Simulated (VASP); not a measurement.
Here is a VASP 6.6.1 calculation.

INCAR

```
PREC = Accurate
ENCUT = 600
EDIFF = 1E-6
ISMEAR = 0
SIGMA = 0.1
LREAL = F
LASPH = T
NELM = 60
ALGO = Normal
ISIF = 3
LWAVE = F
LCHARG = F
GGA = PE
IBRION = 2
NSW = 90
EDIFFG = -0.04
```

File KPOINTS:

```
Automatic mesh
0
Gamma
  6 6 4
```

Contents of POSCAR:

```
TaPb
1.0
    3.3605235751      0.0000000000      0.0000000000
    0.0000000000      3.3605235751      0.0000000000
    0.0000000000      0.0000000000      4.4046862573
Ta Pb
1 1
Direct
    0.5000000000      0.5000000000      0.5000000000
    0.0000000000      0.0000000000      0.0000000000
```

Potentials or basis: VASP PAW PBE potentials, release 64 (Ta_pv, Pb_d).

Run with:

```bash
$ cat potpaw_PBE.64/Ta_pv/POTCAR potpaw_PBE.64/Pb_d/POTCAR > POTCAR
$ mpirun -np 1 vasp_std > vasp.out
```

Estimate the space group after relaxing (to 0.05 Å).

Pm-3m (No. 221).

Estimate the relaxed cell.

a = 3.497 Å, b = 3.497 Å, c = 3.481 Å, α = 90.00°, β = 90.00°, γ = 90.00°.

Stress tensor (GPa, compression positive):
```
-0.06  0.00  0.00
 0.00 -0.06  0.00
 0.00  0.00  0.08
```
